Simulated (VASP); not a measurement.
AlRu:

```
CELL_PARAMETERS angstrom
2.97152 0.00000 0.00000
0.00000 2.97152 0.00000
0.00000 0.00000 2.97152
ATOMIC_POSITIONS crystal
Ru 0.50000 0.50000 0.50000
Al 0.00000 0.00000 0.00000
```

Base run:

* Program: VASP 6.6.1
* Functional: PBEsol
* Potentials or basis: VASP PAW PBE potentials, release 64 (Ru_pv, Al)
* Cutoff: 520 eV
* k mesh: 9 × 9 × 9
* Occupations: fermi-dirac, width 0.05 eV
* Spin: no spin polarisation

Its results: pressure 1.1 GPa.

Question: The run is repeated on the same cell with these changes: functional from PBEsol to LDA; potentials or basis from VASP PAW PBE potentials, release 64 (Ru_pv, Al) to VASP PAW LDA potentials, release 64 (Ru_pv, Al). What comes out?

Answer: Pressure -3.5 GPa.

Caveats: the PAW data sets were made with another functional, which shifts forces and pressure a little (some runs).
